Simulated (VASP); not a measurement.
# Hf2C (Fm-3m) in VASP: further runs, part 2 of 2

VASP 6.6.1.

## Step 4: Relaxation of cell and atoms, PBE

This run uses another cell than the first one, of 19.34 Å³/atom, 1.245 times its volume.

INCAR

```
  PREC = Accurate
  ENCUT = 600
  EDIFF = 1E-6
  ISMEAR = 0
  SIGMA = 0.1
  LREAL = F
  LASPH = T
  NELM = 60
  ALGO = Normal
  ISIF = 3
  LWAVE = F
  LCHARG = F
  GGA = PE
  IBRION = 2
  NSW = 90
  EDIFFG = -0.04
```

KPOINTS

```
Automatic mesh
0
Gamma
  6 6 6
```

POSCAR

```
Hf2C
1.0
    0.0000000000      3.0724733600      3.0724733600
    3.0724733600      0.0000000000      3.0724733600
    3.0724733600      3.0724733600      0.0000000000
Hf C
2 1
Direct
    0.2500000000      0.2500000000      0.2500000000
    0.7500000000      0.7500000000      0.7500000000
    0.0000000000      0.0000000000      0.0000000000
```

Run with:

```bash
cat potpaw_PBE.64/Hf_pv/POTCAR potpaw_PBE.64/C/POTCAR > POTCAR
mpirun -np 1 vasp_std > vasp.out
```

Wall time 35 s (1 thread of Intel Xeon 6975P-C (Granite Rapids), shared host); peak memory 0.21 GiB.

It converged, with:

```
Free energy                            : -28.7181 eV
Relaxed volume                         : 15.48 Å³/atom
Relaxed cell                           : a = 4.035 Å, b = 4.035 Å, c = 4.035 Å, α = 60.00°, β = 60.00°, γ = 60.00°
Space group after relaxing (to 0.05 Å) : Fm-3m (No. 225)
Energy gained by relaxing              : 333.0 meV/atom
Ionic steps                            : 4
Pressure after relaxing                : -0.3 GPa
Band gap on the k mesh                 : zero (band 12 reaches 6.42 eV, above the bottom of band 13 at 5.01 eV)
```

Step by step:
| step | energy change (eV) | largest force (eV/Å) | pressure (GPa) | volume (Å³) |
| --- | --- | --- | --- | --- |
| 1 | 0.0000 | 0.0000 | -22.76 | 58.01 |
| 2 | 0.1013 | 0.0000 | 49.48 | 37.87 |
| 3 | -0.9975 | 0.0000 | -1.32 | 46.75 |
| 4 | -0.9990 | 0.0000 | -0.30 | 46.44 |

Final structure:
```xyz
3
Lattice="0.0000 2.8529 2.8529 2.8529 0.0000 2.8529 2.8529 2.8529 0.0000" Properties=species:S:1:pos:R:3 pbc="T T T"
Hf    1.4265    1.4265    1.4265
Hf    4.2794    4.2794    4.2794
C     2.8529    0.0000    2.8529
```

Levels at points of the mesh, in eV from the Fermi level:
| k point | band 9 | band 10 | band 11 | band 12 | band 13 | band 14 | band 15 | band 16 |
| --- | --- | --- | --- | --- | --- | --- | --- | --- |
| (0.00, 0.00, 0.00) | -5.01 | -5.01 | -2.26 | -2.26 | -1.19 | 4.83 | 4.83 | 4.83 |
| (0.50, 0.00, 0.00) | -3.70 | -3.70 | 0.12 | 0.22 | 0.22 | 2.10 | 2.10 | 2.29 |
| (0.50, 0.50, 0.00) | -2.62 | -2.62 | -2.59 | -1.34 | -1.12 | 3.05 | 3.05 | 3.17 |

Caveat: the volume moved by over 15 % at a fixed basis, so the end points are rough; spin-orbit coupling is left out, which moves the levels of the heavy elements.

## Step 5: Single point, PBE

INCAR

```
SYSTEM = Hf2C
  PREC = Accurate
  ENCUT = 520
  EDIFF = 1E-6
  ISMEAR = 0
  SIGMA = 0.1
  LREAL = .False.
  LASPH = .True.
  NELM = 80
  ALGO = Normal
  ISIF = 2
  LWAVE = .False.
  LCHARG = .False.
  GGA = PE
  NBANDS = 19
```

KPOINTS

```
Automatic mesh
0
Gamma
  14 14 14
  0 0 0
```

POSCAR

```
Hf2C
1.0
    0.0000000000      2.8543014436      2.8543014436
    2.8543014436      0.0000000000      2.8543014436
    2.8543014436      2.8543014436      0.0000000000
Hf C
2 1
Direct
    0.2500000000      0.2500000000      0.2500000000
    0.7500000000      0.7500000000      0.7500000000
    0.0000000000      0.0000000000      0.0000000000
```

Potentials or basis: VASP PAW PBE potentials, release 64 (Hf_pv, C).

Run with:

```bash
cat potpaw_PBE.64/Hf_pv/POTCAR potpaw_PBE.64/C/POTCAR > POTCAR
mpirun -np 1 vasp_std > vasp.out
```

OUTCAR:

```text
SYSTEM = Hf2C
   PREC = Accurate
   ENCUT = 520
   EDIFF = 1E-6
   ISMEAR = 0
   LREAL = .False.
   LASPH = .True.
   NELM = 80
   ISIF = 2
   GGA = PE

 ion  position               nearest neighbor table
   1  0.250  0.250  0.250-   3 2.47   3 2.47   3 2.47   3 2.47   2 2.85   2 2.85   2 2.85   2 2.85
                             2 2.85   2 2.85
   2  0.750  0.750  0.750-   3 2.47   3 2.47   3 2.47   3 2.47   1 2.85   1 2.85   1 2.85   1 2.85
                             1 2.85   1 2.85
   3  0.000  0.000  0.000-   2 2.47   2 2.47   2 2.47   1 2.47   2 2.47   1 2.47   1 2.47   1 2.47

  LATTYP: Found a face centered cubic cell.
 ALAT       =     5.7086028872
[... 717 lines left out ...]

 [... further k-points ...]
[... 5 lines left out ...]
  --------------------------------------------------------------------------------------
  -------------------------------------------------------------------------------------
  Total       -0.2189833     -0.2189833     -0.2189833      0.0000000      0.0000000     -0.0000000
  in kB       -7.5438337     -7.5438337     -7.5438337      0.0000000      0.0000000     -0.0000000
  external PRESSURE =      -7.5438337 kB  Pullay stress =       0.0000000 kB

 VOLUME and BASIS-vectors are now :
 -----------------------------------------------------------------------------
  energy-cutoff  :      520.00
  volume of cell :       46.51
      direct lattice vectors                 reciprocal lattice vectors
     0.000000000  2.854301444  2.854301444    -0.175174210  0.175174210  0.175174210
     2.854301444  0.000000000  2.854301444     0.175174210 -0.175174210  0.175174210
     2.854301444  2.854301444  0.000000000     0.175174210  0.175174210 -0.175174210

 POSITION                                       TOTAL-FORCE (eV/Angst)
 -----------------------------------------------------------------------------------
      1.42715      1.42715      1.42715        -0.000000     -0.000000     -0.000000
      4.28145      4.28145      4.28145         0.000000      0.000000      0.000000
      0.00000      0.00000      0.00000         0.000000     -0.000000     -0.000000
 -----------------------------------------------------------------------------------
    total drift:                               -0.000000      0.000000      0.000000

  FREE ENERGIE OF THE ION-ELECTRON SYSTEM (eV)
  ---------------------------------------------------
  free  energy   TOTEN  =       -28.7395365133 eV

  energy  without entropy=      -28.7274147957  energy(sigma->0) =      -28.73347565
```

OSZICAR:

```text
N       E                     dE             d eps       ncg     rms          rms(c)
DAV:   1     0.697743957943E+02    0.69774E+02   -0.13663E+04  3952   0.123E+03
DAV:   2    -0.274248420038E+02   -0.97199E+02   -0.94347E+02  4814   0.275E+02
DAV:   3    -0.313522581494E+02   -0.39274E+01   -0.38603E+01  5284   0.376E+01
DAV:   4    -0.313921421262E+02   -0.39884E-01   -0.39477E-01  5163   0.408E+00
DAV:   5    -0.313925081027E+02   -0.36598E-03   -0.36589E-03  4956   0.364E-01    0.586E+01
DAV:   6    -0.288859634288E+02    0.25065E+01   -0.16324E+01  4350   0.154E+01    0.453E+01
DAV:   7    -0.287638737991E+02    0.12209E+00   -0.12902E+00  4335   0.527E+00    0.225E+01
DAV:   8    -0.287467095171E+02    0.17164E-01   -0.11428E-01  4434   0.219E+00    0.268E+00
DAV:   9    -0.287402430182E+02    0.64665E-02   -0.52297E-02  4515   0.853E-01    0.133E+00
DAV:  10    -0.287395617577E+02    0.68126E-03   -0.65580E-03  4582   0.409E-01    0.394E-01
DAV:  11    -0.287395403782E+02    0.21380E-04   -0.24232E-04  4668   0.106E-01    0.642E-02
DAV:  12    -0.287395366666E+02    0.37116E-05   -0.24616E-05  4996   0.286E-02    0.139E-02
DAV:  13    -0.287395365133E+02    0.15325E-06   -0.10806E-06  2891   0.634E-03
   1 F= -.28739537E+02 E0= -.28733476E+02  d E =-.121217E-01
```

stdout:

```text
POSCAR found type information on POSCAR HfC
 POSCAR found :  2 types and       3 ions
 scaLAPACK will be used
 LDA part: xc-table for (Slater+PW92), standard interpolation
 POSCAR, INCAR and KPOINTS ok, starting setup
 FFT: planning ... GRIDC
 FFT: planning ... GRID_SOFT
 FFT: planning ... GRID
 WAVECAR not read
 entering main loop
```

Wall time 40 s (1 thread of Intel Xeon 6975P-C (Granite Rapids), shared host); peak memory 0.23 GiB.

What came out:

- Free energy: -28.7395 eV
- Pressure: -0.8 GPa
- Band gap on the k mesh: zero (band 12 reaches 6.60 eV, above the bottom of band 13 at 4.99 eV)

Levels at points of the mesh, in eV from the Fermi level:
| k point | band 8 | band 9 | band 10 | band 11 | band 12 | band 13 | band 14 | band 15 | band 16 | band 17 |
| --- | --- | --- | --- | --- | --- | --- | --- | --- | --- | --- |
| (0.00, 0.00, 0.00) | -4.90 | -4.90 | -4.90 | -2.16 | -2.16 | -1.09 | 4.93 | 4.93 | 4.93 | 6.35 |
| (0.50, 0.00, 0.00) | -5.03 | -3.60 | -3.60 | 0.22 | 0.33 | 0.33 | 1.86 | 2.20 | 2.20 | 2.39 |
| (0.50, 0.50, 0.00) | -6.06 | -2.52 | -2.52 | -2.48 | -1.24 | -1.02 | 3.15 | 3.15 | 3.27 | 3.27 |

Caveat: spin-orbit coupling is left out, which moves the levels of the heavy elements.

## Step 6: Overview

| task | cell | k mesh | cutoff (eV) | gap on the mesh (eV) | pressure (GPa) |
| --- | --- | --- | --- | --- | --- |
| single point | a = 4.039 Å, angles 60.0°, 3 atoms | 6 × 6 × 6 | 520 | none | -0.7 |
| single point | a = 4.345 Å, angles 60.0°, 3 atoms | 6 × 6 × 6 | 520 | none | -22.7 |
| relaxation of cell and atoms | relaxed from a = 4.345 Å, angles 60.0°, 3 atoms | 6 × 6 × 6 | 600 | none | -0.3 |
| single point | a = 4.037 Å, angles 60.0°, 3 atoms | 14 × 14 × 14 | 520 | none | -0.8 |

Alike in all rows: level PBE; potentials or basis VASP PAW PBE potentials, release 64 (Hf_pv, C); no spin polarisation; smearing gaussian 0.1 eV.

Caveats: spin-orbit coupling is left out, which moves the levels of the heavy elements; the volume moved by over 15 % at a fixed basis, so the end points are rough (some runs).

Absolute energies hang on the potentials; compare differences alone.
